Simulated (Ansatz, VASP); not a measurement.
One calculation of Al2O3, two programs

POSCAR

```
Al2O3
1.0
    3.1150709442      0.0000000000      0.0000000000
   -1.5575354721      2.6977305722      0.0000000000
    0.0000000000      0.0000000000      9.3367544600
Al O
2 3
Direct
    0.0000000000      0.0000000000      0.1499923300
    0.0000000000      0.0000000000      0.8500076700
    0.3333333333      0.6666666667      0.2223169200
    0.6666666667      0.3333333333      0.0000000000
    0.3333333333      0.6666666667      0.7776830800
```

Contents of INCAR.step1:

```
PREC = Accurate ; ENCUT = 520
ISMEAR = 0 ; SIGMA = 0.05
LREAL = F ; LASPH = T
NELM = 80 ; NBANDS = 20
GGA = PE ; ALGO = Normal
EDIFF = 1E-4 ; LWAVE = T
LCHARG = F
```

File INCAR.step2:

```
PREC = Accurate ; ENCUT = 520
EDIFF = 1E-6 ; ISMEAR = 0
SIGMA = 0.05 ; LREAL = F
LASPH = T ; NELM = 80
ALGO = Normal ; ISIF = 2
LWAVE = F ; LCHARG = T
METAGGA = R2SCAN ; LMIXTAU = T
LELF = T ; LVHAR = T
NBANDS = 20 ; ISTART = 1
```

KPOINTS

```
regular mesh
0
Gamma
  12 12 4
```

Input for Ansatz:

```yaml
crystal:
  lattice:
    - [3.1150709442, 0.0, 0.0]
    - [-1.5575354721, 2.6977305722, 0.0]
    - [0.0, 0.0, 9.33675446]
  atoms:
    - { symbol: Al, position: [0.0, 0.0, 0.14999233] }
    - { symbol: Al, position: [0.0, 0.0, 0.85000767] }
    - { symbol: O, position: [0.3333333333, 0.6666666667, 0.22231692] }
    - { symbol: O, position: [0.6666666667, 0.3333333333, 0.0] }
    - { symbol: O, position: [0.3333333333, 0.6666666667, 0.77768308] }
basis:
  ecutwfc: 500
kpoints:
  mp_grid: { grid: [12, 12, 4] }
hamiltonian:
  xc: r2scan
scf:
  occupations: { method: gaussian, width: 0.05 }
output:
  forces: true
  stress: true
  eigenvalues: true
```

Change from the starting cell: strain +0.080 along x and y, +0.000 along z, atoms carried along.

Alike in both runs: task single point; functional r2SCAN; k mesh 12 × 12 × 4; occupations gaussian, width 0.05 eV; no spin polarisation.

|  | VASP | Ansatz |
| --- | --- | --- |
| version | VASP 6.6.1 | Ansatz 0.2.0 |
| potentials or method | VASP PAW PBE potentials, release 64 (Al, O), cutoff 520 eV | scalar-relativistic, plane waves, PAW |
| valence electrons in the cell | 24 | 24 |

```csv
,VASP,Ansatz,Ansatz less VASP
gap on the k mesh at the Fermi level (eV),3.56,3.58,+0.027
least direct gap on the mesh (eV),3.71,3.73,+0.025
pressure (GPa),-22.4,-22.1,+0.25
"traceless stress, the component that is largest in VASP (GPa)",16.20,16.31,+0.111
rms of the force components (eV/Å),0.742,0.728,-0.0140
```

VASP's potentials were made for PBE, not for r2SCAN. Atom by atom the forces differ by 0.014 eV/Å (rms over components).
